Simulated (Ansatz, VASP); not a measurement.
# Si: VASP beside Ansatz

```
Si
1.0
     4.93412    0.00000    0.00000
     0.00000    4.93412    0.00000
     0.00000    0.00000    4.93412
Si
8
Cartesian
  0.0000 0.0000 0.0000
  2.4671 2.4671 2.4671
  1.2335 0.0000 2.4671
  3.7006 0.0000 2.4671
  2.4671 1.2335 0.0000
  2.4671 3.7006 0.0000
  0.0000 2.4671 1.2335
  0.0000 2.4671 3.7006
```

Alike in both runs: task relaxation of cell and atoms; functional revPBE; k mesh 5 × 5 × 5; occupations fermi-dirac, width 0.1 eV; no spin polarisation.

```csv
,VASP,Ansatz
version,VASP 6.6.1,Ansatz 0.2.0
potentials or method,"VASP PAW PBE potentials, release 64 (Si), cutoff 600 eV","plane waves (420 eV) with PAW, scalar-relativistic"
valence electrons in the cell,32,32
```

```tsv
	VASP	Ansatz	Ansatz less VASP
relaxed volume (Å³/atom)	14.91	14.99	+0.073
relaxed length of the cell vector where the two differ most in proportion (Å)	4.923	4.931	+0.0081
```

VASP's potentials were made for PBE, not for revPBE.
